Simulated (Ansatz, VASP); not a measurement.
Two plane-wave programs on Cu

File INCAR:

```
SYSTEM = Cu
PREC     = Accurate       ! precision mode
ENCUT    = 520            ! plane-wave cutoff, eV
EDIFF    = 1E-6           ! SCF threshold, eV
ISMEAR   = 0              ! smearing method
SIGMA    = 0.15           ! smearing width, eV
LREAL    = .FALSE.        ! projectors in reciprocal space
LASPH    = .TRUE.         ! aspherical terms in the spheres
NELM     = 80             ! most SCF steps
ALGO     = Fast           ! electronic algorithm
ISIF     = 2              ! what is computed and relaxed
LWAVE    = .FALSE.        ! write WAVECAR
LCHARG   = .TRUE.         ! write CHGCAR
GGA      = PS             ! functional
LELF     = .TRUE.         ! ELF
LVHAR    = .TRUE.       
NBANDS   = 12             ! bands
```

File KPOINTS:

```
regular mesh
0
G
  24 24 24
  0 0 0
```

The input POSCAR:

```
Cu
1.0
    0.0000000000      2.0049840879      1.6318565492
    2.0049840879      0.0000000000      1.6318565492
    2.0049840879      2.0049840879      0.0000000000
Cu
1
Direct
    0.0000000000      0.0000000000      0.0000000000
```

Input for Ansatz:

```yaml
crystal:
  lattice:
    - [0.0, 2.0049840879, 1.6318565492]
    - [2.0049840879, 0.0, 1.6318565492]
    - [2.0049840879, 2.0049840879, 0.0]
  atoms:
    - { symbol: Cu, position: [0.0, 0.0, 0.0] }
basis:
  ecutwfc: 520.0
kpoints:
  mp_grid: { grid: [24, 24, 24] }
hamiltonian:
  xc: pbesol
  pseudopotentials: { kind: paw, azcp: { folder: soft_1 } }
scf:
  occupations: { method: gaussian, width: 0.15 }
output:
  forces: true
  stress: true
  eigenvalues: true
```

Alike in both runs: task single point; functional PBEsol; k mesh 24 × 24 × 24; occupations gaussian, width 0.15 eV; no spin polarisation.

|  | VASP | Ansatz |
| --- | --- | --- |
| version | VASP 6.6.1 | Ansatz 0.2.0 |
| potentials or method | VASP PAW PBE potentials, release 64 (Cu), cutoff 520 eV | scalar-relativistic, plane waves, PAW |
| valence electrons in the cell | 11 | 19 |

|  | VASP | Ansatz | Ansatz less VASP |
| --- | --- | --- | --- |
| gap on the k mesh at the Fermi level (eV) | none | none | - |
| pressure (GPa) | -15.9 | -16.7 | -0.81 |
| traceless stress, the component that is largest in VASP (GPa) | 1.57 | 1.59 | +0.017 |

VASP's potentials were made for PBE, not for PBEsol, and Ansatz warns of the same on its side. A gap of «none» marks a metal or a gap that the smearing closes. VASP's potentials hold 11 valence electrons a cell and Ansatz's 19, so a difference there can come from the potentials and not from the codes.
